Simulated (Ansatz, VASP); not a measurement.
## HfC in VASP and in Ansatz

The input INCAR:

```
SYSTEM = HfC
PREC     = Accurate       ! precision mode
ENCUT    = 600            ! plane-wave cutoff, eV
EDIFF    = 1E-6           ! SCF threshold, eV
ISMEAR   = -1             ! smearing method
SIGMA    = 0.05           ! smearing width, eV
LREAL    = .False.        ! projectors in reciprocal space
LASPH    = .True.         ! aspherical terms in the spheres
NELM     = 120            ! most SCF steps
ALGO     = Normal         ! electronic algorithm
ISIF     = 2              ! what is computed and relaxed
LWAVE    = .False.        ! write WAVECAR
LCHARG   = .False.        ! write CHGCAR
GGA      = PS             ! functional
NBANDS   = 14             ! bands
GGA_COMPAT= .False.
```

The input KPOINTS:

```
Automatic mesh
0
Gamma
  15 15 15
  0 0 0
```

The input POSCAR:

```
HfC
1.0
    0.0000000000      2.3327243092      2.3327243092
    2.3327243092      0.0000000000      2.3327243092
    2.3327243092      2.3327243092      0.0000000000
Hf C
1 1
Direct
    0.5000000000      0.5000000000      0.5000000000
    0.0000000000      0.0000000000      0.0000000000
```

Input for Ansatz:

```yaml
crystal:
  lattice:
    - [0.0, 2.3327243092, 2.3327243092]
    - [2.3327243092, 0.0, 2.3327243092]
    - [2.3327243092, 2.3327243092, 0.0]
  atoms:
    - { symbol: Hf, position: [0.5, 0.5, 0.5] }
    - { symbol: C, position: [0.0, 0.0, 0.0] }
kpoints:
  mp_grid: { grid: [15, 15, 15] }
  band_path:
    path:
      - [0.0, 0.0, 0.0]
      - [0.5, 0.0, 0.5]
      - [0.625, 0.25, 0.625]
      - [0.375, 0.375, 0.75]
      - [0.0, 0.0, 0.0]
      - [0.5, 0.5, 0.5]
      - [0.5, 0.25, 0.75]
      - [0.5, 0.0, 0.5]
    npoints: 5
scf:
  occupations: { method: fermi_dirac, width: 0.05 }
hamiltonian:
  xc: pbesol
  pseudopotentials: { kind: all_electron, lapw: { basis_error: 0.001 } }
output:
  forces: true
  stress: true
  eigenvalues: true
```

Change from the starting cell: volume scaled by 1.01.

Alike in both runs: task single point; functional PBEsol; k mesh 15 × 15 × 15; occupations fermi-dirac, width 0.05 eV; no spin polarisation.

```csv
,VASP,Ansatz
version,VASP 6.6.1,Ansatz 0.2.0
potentials or method,"VASP PAW PBE potentials, release 64 (Hf_pv, C), cutoff 600 eV","all-electron LAPW, scalar-relativistic"
```

|  | VASP | Ansatz | Ansatz less VASP |
| --- | --- | --- | --- |
| pressure (GPa) | -9.3 | -8.7 | +0.62 |

VASP's potentials were made for PBE, not for PBEsol. Ansatz ran all-electron here, and VASP with PAW potentials.

Neither program's run includes spin-orbit coupling.
